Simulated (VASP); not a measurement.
# C (R-3m) in VASP: a series of runs, part 2 of 2

VASP 6.6.1.

**3. Single point, BLYP**

INCAR

```
  PREC = Accurate
  ENCUT = 600
  EDIFF = 1E-6
  ISMEAR = 1
  SIGMA = 0.05
  LREAL = F
  LASPH = T
  NELM = 120
  ALGO = Normal
  ISIF = 2
  LWAVE = F
  LCHARG = F
  GGA = B5
  ALDAX = 1.0
  AGGAX = 1.0
  AGGAC = 1.0
  ALDAC = 0.0
  NBANDS = 11
  GGA_COMPAT = F
```

KPOINTS

```
Automatic mesh
0
Gamma
  14 14 14
```

POSCAR

```
C
1.0
    1.2280290000      0.7090030000      3.3470110000
   -1.2280290000      0.7090030000      3.3470110000
    0.0000000000     -1.4180050000      3.3470110000
C
2
Direct
    0.8360000000      0.8360000000      0.8360000000
    0.1640000000      0.1640000000      0.1640000000
```

Potentials or basis: VASP PAW PBE potentials, release 64 (C).

Command:

```bash
> cat potpaw_PBE.64/C/POTCAR > POTCAR
> mpirun -np 1 vasp_std > vasp.out
```

OUTCAR:

```text
PREC = Accurate
   ENCUT = 600
   EDIFF = 1E-6
   ISMEAR = 1
   LREAL = F
   LASPH = T
   NELM = 120
   ISIF = 2
   GGA = B5

 ion  position               nearest neighbor table
   1  0.836  0.836  0.836-   2 1.42   2 1.42   2 1.42
   2  0.164  0.164  0.164-   1 1.42   1 1.42   1 1.42

  LATTYP: Found a trigonal (rhomboedric) cell.
 ALAT       =     3.6349997404
 COS(alpha) =     0.7717354484

  Lattice vectors:

 A1 = (   1.2280290000,   0.7090030000,   3.3470110000)
 A2 = (  -1.2280290000,   0.7090030000,   3.3470110000)
 A3 = (   0.0000000000,  -1.4180050000,   3.3470110000)

Analysis of symmetry for initial positions (statically):
=====================================================================
 Subroutine PRICEL returns:
 Original cell was already a primitive cell.

 Routine SETGRP: Setting up the symmetry group for a
 trigonal (rhombohedral) supercell.

 Subroutine GETGRP returns: Found 12 space group operations
 (whereof 12 operations were pure point group operations)
 out of a pool of 12 trial point group operations.

The static configuration has the point symmetry D_3d.
[... 171 lines left out ...]
      1     -14.4964      2.00000
      2      -1.4010      2.00000
      3       2.0264      2.00000
      4       2.0264      2.00000
      5       9.3540      0.00000
      6      13.6362      0.00000
      7      13.6362      0.00000
      8      16.5767      0.00000
      9      18.0400      0.00000
     10      28.3546      0.00000
     11      30.9946      0.00000
[... 309 lines left out ...]
 k-point    24 :       0.2857    0.1429    0.0000
  band No.  band energies     occupation
      1     -12.9981      2.00000
      2      -1.7625      2.00000
      3      -0.5630      2.00000
      4      -0.1821      2.00000
      5      11.6764      0.00000
      6      12.8635      0.00000
      7      14.9568      0.00000
      8      16.5538      0.00000
      9      21.2395      0.00000
     10      23.8413      0.00000
     11      29.5211      0.00000

 [... further k-points ...]

------------------------ aborting loop because EDIFF is reached ----------------------------------------

  FORCE on cell =-STRESS in cart. coord.  units (eV):
  Direction    XX          YY          ZZ          XY          YZ          ZX
  --------------------------------------------------------------------------------------
  -------------------------------------------------------------------------------------
  Total        0.8906690      0.8906685      0.5166450      0.0000000      0.0000001      0.0000000
  in kB       81.6135068     81.6134591     47.3410568      0.0000000      0.0000047      0.0000000
  external PRESSURE =      70.1893409 kB  Pullay stress =       0.0000000 kB

 VOLUME and BASIS-vectors are now :
 -----------------------------------------------------------------------------
  energy-cutoff  :      600.00
  volume of cell :       17.48
      direct lattice vectors                 reciprocal lattice vectors
     1.228029000  0.709003000  3.347011000     0.407156509  0.235071988  0.099591323
    -1.228029000  0.709003000  3.347011000    -0.407156509  0.235071988  0.099591323
     0.000000000 -1.418005000  3.347011000     0.000000000 -0.470143977  0.099591394

 POSITION                                       TOTAL-FORCE (eV/Angst)
 -----------------------------------------------------------------------------------
      0.00000      0.00000      8.39430         0.000000     -0.000000     -0.876494
      0.00000      0.00000      1.64673         0.000000      0.000000      0.876494
 -----------------------------------------------------------------------------------
    total drift:                                0.000000     -0.000000      0.000000

  FREE ENERGIE OF THE ION-ELECTRON SYSTEM (eV)
  ---------------------------------------------------
  free  energy   TOTEN  =       -17.2535585828 eV

  energy  without entropy=      -17.2535652382  energy(sigma->0) =      -17.25356080
```

OSZICAR:

```text
N       E                     dE             d eps       ncg     rms          rms(c)
DAV:   1     0.101183123685E+02    0.10118E+02   -0.49531E+03  6467   0.745E+02
DAV:   2    -0.179029367740E+02   -0.28021E+02   -0.26586E+02  8396   0.141E+02
DAV:   3    -0.186097771471E+02   -0.70684E+00   -0.70545E+00  7992   0.189E+01
DAV:   4    -0.186125225778E+02   -0.27454E-02   -0.27452E-02  7322   0.143E+00
DAV:   5    -0.186125340907E+02   -0.11513E-04   -0.11512E-04  8003   0.860E-02    0.642E+00
DAV:   6    -0.175736495897E+02    0.10389E+01   -0.93615E-01  7371   0.560E+00    0.365E+00
DAV:   7    -0.172508104867E+02    0.32284E+00   -0.10893E+00  7640   0.603E+00    0.104E+00
DAV:   8    -0.172543817529E+02   -0.35713E-02   -0.27623E-02  7057   0.109E+00    0.170E-01
DAV:   9    -0.172535546529E+02    0.82710E-03   -0.18051E-03  7644   0.250E-01    0.704E-02
DAV:  10    -0.172535593897E+02   -0.47368E-05   -0.16772E-04  7743   0.935E-02    0.362E-02
DAV:  11    -0.172535585828E+02    0.80691E-06   -0.72051E-06  7463   0.190E-02
   1 F= -.17253559E+02 E0= -.17253561E+02  d E =0.665545E-05
```

stdout:

```text
POSCAR found type information on POSCAR C
 POSCAR found :  1 types and       2 ions
 scaLAPACK will be used
 -----------------------------------------------------------------------------
|                                                                             |
|                                                                             |
|     You enforced a specific xc type in the INCAR file but a different       |
|     I HOPE YOU KNOW WHAT YOU ARE DOING!                                     |
|                                                                             |
 -----------------------------------------------------------------------------

 LDA part: xc-table for (Slater(with rela. corr.)+VWN5), standard interpolation
 POSCAR, INCAR and KPOINTS ok, starting setup
 FFT: planning ... GRIDC
 FFT: planning ... GRID_SOFT
 FFT: planning ... GRID
 WAVECAR not read
 entering main loop
```

It took 2.8 min on 1 thread of Intel Xeon 8259CL, shared host; peak memory 0.2 GiB.

What came out:

```yaml
Free_energy: -17.2536 eV
Pressure: 7.0 GPa
Largest_force: 0.876 eV/Å
Band_gap_on_the_k_mesh: 0.56 eV, direct
```

Forces on the atoms (eV/Å):
```
C    0.000  0.000 -0.876
C    0.000  0.000  0.876
```

Stress tensor (GPa, compression positive):
```
8.16 0.00 0.00
0.00 8.16 0.00
0.00 0.00 4.73
```

Caveat: the PAW data sets were made with another functional, which shifts forces and pressure a little. A k mesh can miss the band edges.

**4. Single point, PBEsol**

INCAR

```
ALGO = Normal
EDIFF = 1E-6
ENCUT = 600
GGA = PS
GGA_COMPAT = F
ISIF = 2
ISMEAR = 1
LASPH = T
LCHARG = F
LREAL = F
LWAVE = F
NBANDS = 11
NELM = 120
PREC = Accurate
SIGMA = 0.05
```

KPOINTS

```
k-points
0
Gamma
  14 14 14
```

POSCAR is that of step 3.

Command:

```bash
> cat potpaw_PBE.64/C/POTCAR > POTCAR
> mpirun -np 1 vasp_std > vasp.out
```

Run time: 2.6 min. Hardware: 1 thread of Intel Xeon 8259CL, shared host; peak memory 0.2 GiB.

Results (log left out):

- Free energy: -19.2662 eV
- Pressure: 1.4 GPa
- Largest force: 0.871 eV/Å
- Band gap on the k mesh: 0.55 eV, direct

Forces on the atoms (eV/Å):
```
C    0.000  0.000 -0.871
C    0.000  0.000  0.871
```

Stress tensor (GPa, compression positive):
```
1.83 0.00 0.00
0.00 1.83 0.00
0.00 0.00 0.61
```

Levels at points of the mesh, in eV from the valence-band top:
```
           k point  band 2  band 3  band 4  band 5  band 6  band 7
(0.00, 0.00, 0.00)   -6.40   -2.72   -2.72    4.17    8.63    8.63
(0.50, 0.00, 0.00)  -13.10   -6.13   -1.73    2.07    7.92   12.33
(0.50, 0.50, 0.00)  -13.01   -6.19   -2.57    1.56    7.50   13.00
(0.50, 0.50, 0.50)   -8.45   -2.74   -2.74    8.59    8.59   10.59
```

Caveat: the PAW data sets were made with another functional, which shifts forces and pressure a little. A k mesh can miss the band edges.

**5. Summary**

```csv
level,potentials or basis,gap on the mesh (eV),pressure (GPa),largest force (eV/Å)
LDA,"VASP PAW LDA potentials, release 64 (C)",0.54,-3.8,0.91
BLYP,"VASP PAW PBE potentials, release 64 (C)",0.56,7.0,0.88
PBEsol,"VASP PAW PBE potentials, release 64 (C)",0.55,1.4,0.87
```

Alike in all rows: task single point; no spin polarisation; cell as given; k mesh 14 × 14 × 14; cutoff (eV) 600; smearing methfessel-paxton 0.05 eV.

Caveats: the PAW data sets were made with another functional, which shifts forces and pressure a little (some runs).

Total energies depend on the potentials used, so only differences within one code and one set of settings carry meaning.
